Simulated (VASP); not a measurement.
Wanted: the native input for a VASP 6.6.1 run.

- Task: single point
- Functional: HSE06
- Potentials or basis: VASP PAW PBE potentials, release 64 (Li_sv, Se)
- Cutoff: 650 eV
- k mesh: 4 × 4 × 4
- Occupations: gaussian, width 0.01 eV
- Spin: non-collinear spin, zero start, spin-orbit coupling
- Starting moments: [[0.0, 0.0, 0.0], [0.0, 0.0, 0.0], [0.0, 0.0, 0.0]] μB
- Dipole correction: no
- Grid for exact exchange (PRECFOCK): Normal
- Further INCAR settings: ALGO = Normal; EDIFF = 1e-06; NBANDS = 25
- Share of exact exchange: 0.25
- Screening parameter: 0.2079 1/Å

The system is Li2Se.

```
Li Se
1.0
     0.00000    2.99350    2.99350
     2.99350    0.00000    2.99350
     2.99350    2.99350    0.00000
Li Se
2 1
Direct
  0.75000 0.75000 0.75000
  0.25000 0.25000 0.25000
  0.00000 0.00000 0.00000
```

One way to write it, as run:

POSCAR

```
Li2Se
1.0
    0.0000000000      2.9935010607      2.9935010607
    2.9935010607      0.0000000000      2.9935010607
    2.9935010607      2.9935010607      0.0000000000
Li Se
2 1
Direct
    0.7500000000      0.7500000000      0.7500000000
    0.2500000000      0.2500000000      0.2500000000
    0.0000000000      0.0000000000      0.0000000000
```

INCAR.step1

```
ALGO = Normal
EDIFF = 1E-5
ENCUT = 650
GGA = PE
GGA_COMPAT = False
ISIF = 2
ISMEAR = 0
LASPH = True
LCHARG = False
LNONCOLLINEAR = True
LORBIT = 11
LORBMOM = True
LREAL = False
LSORBIT = True
LWAVE = True
MAGMOM = 0 0 0 0 0 0 0 0 0
NBANDS = 25
NELM = 200
PREC = Accurate
SIGMA = 0.01
```

INCAR.step2

```
ALGO = Normal
EDIFF = 1E-6
ENCUT = 650
GGA = PE
GGA_COMPAT = False
HFSCREEN = 0.2079
ISIF = 2
ISMEAR = 0
ISTART = 1
LASPH = True
LCHARG = False
LHFCALC = True
LNONCOLLINEAR = True
LORBIT = 11
LORBMOM = True
LREAL = False
LSORBIT = True
LWAVE = False
MAGMOM = 0 0 0 0 0 0 0 0 0
NBANDS = 25
NELM = 200
PREC = Accurate
PRECFOCK = Normal
SIGMA = 0.01
```

KPOINTS

```
k-points
0
Gamma
  4 4 4
```

Potentials or basis: VASP PAW PBE potentials, release 64 (Li_sv, Se).

The run is started by

```console
$ cat potpaw_PBE.64/Li_sv/POTCAR potpaw_PBE.64/Se/POTCAR > POTCAR
$ cp INCAR.step1 INCAR
$ mpirun -np 1 vasp_ncl > vasp.out
$ cp INCAR.step2 INCAR
$ mpirun -np 1 vasp_ncl > vasp.out
```

It gave:

```json
{"Pressure": "-0.5 GPa", "Net moment": "0.00 μB per cell", "Valence electrons inside the program's atomic spheres": "Li 2.08; Se 3.99"}
```

Caveat: the k points lie up to 0.45 Å⁻¹ apart; the PAW data sets were made with another functional, which shifts forces and pressure a little.

It took 17 min on 1 thread of Intel(R) Xeon(R) Platinum 8488C (Sapphire Rapids) (shared host), peak memory 0.52 GiB.
